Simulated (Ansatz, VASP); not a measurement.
**W in VASP and in Ansatz**

```
W
1.0
    -1.59178    1.75096    1.59178
     1.59178   -1.75096    1.59178
     1.59178    1.75096   -1.59178
W
1
Direct
  0.00000 0.00000 0.00000
```

Change from the starting cell: strain +0.1000 x Voigt [0, 1, 0, 0, 0, 0], atoms carried along.

Alike in both runs: task single point; functional PBE; k mesh 26 × 26 × 26; occupations gaussian, width 0.15 eV; no spin polarisation.

```csv
,VASP,Ansatz
version,VASP 6.6.1,Ansatz 0.2.0
potentials or method,"VASP PAW PBE potentials, release 64 (W_sv), cutoff 500 eV","scalar-relativistic, plane waves, PAW"
valence electrons in the cell,14,14
```

```csv
,VASP,Ansatz,Ansatz less VASP
gap on the k mesh at the Fermi level (eV),none,none,-
pressure (GPa),-22.3,-22.5,-0.22
"traceless stress, the component that is largest in VASP (GPa)",-13.18,-13.21,-0.028
```

A gap of «none» marks a metal or a gap that the smearing closes.

Spin-orbit coupling is off throughout.
